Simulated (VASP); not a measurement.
Set up this calculation in VASP 6.6.1, as the native input.

```
Task                   : single point
Functional             : PBE
Potentials or basis    : VASP PAW PBE potentials, release 64 (W_sv, C_h, In_d)
Cutoff                 : 1000 eV
k mesh                 : 3 × 3 × 1
Occupations            : gaussian, width 0.05 eV
Spin                   : no spin polarisation
Dipole correction      : no
Further INCAR settings : LREAL = Auto; ALGO = Normal; EDIFF = 1e-06; NBANDS = 92; NELMDL = -8
```

The structure of InW8C8 lies in POSCAR:

```
InW8C8
1.0
    5.8006000000      0.0000000000      0.0000000000
   -2.9003000000      5.0234670000      0.0000000000
    0.0000000000      0.0000000000     15.2466500000
W C In
8 8 1
Direct
    0.0000000000      0.0000000000      0.0655881784
   -0.0026736139      0.0021564788      0.2494484362
    0.0000000498      0.5000000995      0.0655881784
   -0.0026712129      0.5014144614      0.2548866144
    0.5000000000      0.0000000000      0.0655881784
    0.4978922709      0.0018025400      0.2549840129
    0.5000000498      0.5000000995      0.0655881784
    0.4967407777      0.5025975089      0.2556307779
    0.3340004516      0.1673716579      0.1521726412
    0.3223274472      0.1688027412      0.3296753713
    0.3335254455      0.6662995895      0.1518785438
    0.3245692791      0.6739594388      0.3281768126
    0.8326169004      0.1670115480      0.1517404151
    0.8300353111      0.1695934302      0.3301588874
    0.8323045372      0.6656896522      0.1521544733
    0.8305442903      0.6767714409      0.3297511912
    0.9826216935      1.0087871584      0.4500993333
```

These files were run (other wordings do the same):

INCAR

```
PREC = Accurate ; ENCUT = 1000
EDIFF = 1E-6 ; ISMEAR = 0
SIGMA = 0.05 ; LREAL = Auto
LASPH = True ; NELM = 120
ALGO = Normal ; ISIF = 2
LWAVE = False ; LCHARG = False
GGA = PE ; NBANDS = 92
GGA_COMPAT = False ; NELMDL = -8
```

KPOINTS

```
Automatic mesh
0
Gamma
  3 3 1
```

Potentials or basis: VASP PAW PBE potentials, release 64 (W_sv, C_h, In_d).

Command:

```sh
$ cat potpaw_PBE.64/W_sv/POTCAR potpaw_PBE.64/C_h/POTCAR potpaw_PBE.64/In_d/POTCAR > POTCAR
$ mpirun -np 1 vasp_std > vasp.out
```

It gave:

```json
{"Largest force": "0.535 eV/Å", "Band gap on the k mesh": "zero (an odd number of electrons rules out a gap without spin polarisation)"}
```

Caveat: the k points lie up to 0.42 Å⁻¹ apart, too coarse for converged energies and pressures of a metal; there is no dipole correction, which matters where the two faces differ; spin-orbit coupling is left out, which moves the levels of the heavy elements; an odd number of electrons without spin polarisation forces a metal; a magnetic or distorted state may lie lower.

It took 23 min on 1 thread of Intel(R) Xeon(R) Platinum 8488C (Sapphire Rapids), with other jobs on the host, peak memory 1.3 GiB.
